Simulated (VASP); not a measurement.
A run of VASP 6.6.1 is set up as follows.

Contents of INCAR:

```
SYSTEM = AlNi
ALGO = Normal
EDIFF = 1E-6
EDIFFG = -0.005
ENCUT = 600
GGA = CA
IBRION = 2
ISIF = 3
ISMEAR = 0
LASPH = .TRUE.
LCHARG = .FALSE.
LREAL = .FALSE.
LWAVE = .FALSE.
NELM = 60
NSW = 70
PREC = Accurate
SIGMA = 0.1
```

KPOINTS

```
k-points
0
G
  14 14 14
  0 0 0
```

The input POSCAR:

```
AlNi
1.0
    2.8930835179      0.0000000000      0.0000000000
    0.0000000000      2.8930835179      0.0000000000
    0.0000000000      0.0000000000      2.8930835179
Al Ni
1 1
Direct
    0.0000000000      0.0000000000      0.0000000000
    0.5000000000      0.5000000000      0.5000000000
```

Potentials or basis: VASP PAW LDA potentials, release 64 (Al, Ni).

Command:

```sh
$ cat potpaw_LDA.64/Al/POTCAR potpaw_LDA.64/Ni/POTCAR > POTCAR
$ mpirun -np 1 vasp_std > vasp.out
```

(1) Estimate the space group after relaxing (to 0.05 Å).

(2) What does it give for the relaxed volume?

(3) Predict the relaxed cell.

Answers

(1) Pm-3m (No. 221).

(2) 11.38 Å³/atom.

(3) a = 2.834 Å, b = 2.834 Å, c = 2.834 Å, α = 90.00°, β = 90.00°, γ = 90.00°.
